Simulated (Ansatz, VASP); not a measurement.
**Two plane-wave programs on WSe**

```
CELL_PARAMETERS angstrom
3.80867 0.00000 0.00000
-1.90434 3.29841 0.00000
0.00000 0.00000 6.57928
ATOMIC_POSITIONS crystal
W 0.00000 0.00000 0.00000
W 0.00000 0.00000 0.50000
Se 0.33333 0.66667 0.25000
Se 0.66667 0.33333 0.75000
```

Alike in both runs: functional PBE; k mesh 12 × 12 × 6; occupations gaussian, width 0.1 eV; no spin polarisation; Hubbard terms W d U = 6.2 eV.

Ansatz relaxed the structure, and its values are those at the end. VASP's run is a single point on that final structure, the one shown.

```csv
,VASP,Ansatz
version,VASP 6.6.1,Ansatz 0.2.0
potentials or method,"VASP PAW PBE potentials, release 64 (W_sv, Se), cutoff 520 eV","scalar-relativistic, plane waves, PAW"
valence electrons in the cell,40,60
```

```tsv
	VASP	Ansatz	Ansatz less VASP
gap on the k mesh at the Fermi level (eV)	none	none	-
pressure (GPa)	-8.6	0.0	+8.62
```

The programs project onto different local orbitals, so the same U acts differently, and such runs can settle in different states. A gap of «none» marks a metal or a gap that the smearing closes. VASP's potentials hold 40 valence electrons a cell and Ansatz's 60, so a difference there can come from the potentials and not from the codes. Ansatz's warnings: filled band counts differ across k points.

Neither program's run includes spin-orbit coupling.
